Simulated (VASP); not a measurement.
GaCo:

```
Ga Co
1.0
     2.91540    0.00000    0.00000
     0.00000    2.91540    0.00000
     0.00000    0.00000    2.91540
Ga Co
1 1
Direct
  0.00000 0.00000 0.00000
  0.50000 0.50000 0.50000
```

Base run:

* Program: VASP 6.6.1
* Functional: r2SCAN
* Dispersion: D3(BJ)
* Potentials or basis: VASP PAW PBE potentials, release 64 (Ga_d, Co)
* Cutoff: 660 eV
* k mesh: 6 × 6 × 6
* Occupations: fermi-dirac, width 0.1 eV
* Spin: no spin polarisation

Its results: band gap on the k mesh zero (band 11 reaches 10.57 eV, above the bottom of band 12 at 8.98 eV); pressure -15.0 GPa.

Task: The run is repeated on the same cell with these changes: dispersion from D3(BJ) to none. What comes out?

Result: Band gap on the k mesh zero (band 11 reaches 10.57 eV, above the bottom of band 12 at 8.98 eV); pressure -12.4 GPa.

Dispersion adds attraction, which lowers the pressure at fixed volume and, as a term added to the energy, leaves the levels alone.

Caveats: the PAW data sets were made with another functional, which shifts forces and pressure a little; pairwise dispersion overbinds metals, which lowers pressure and volume (some runs).
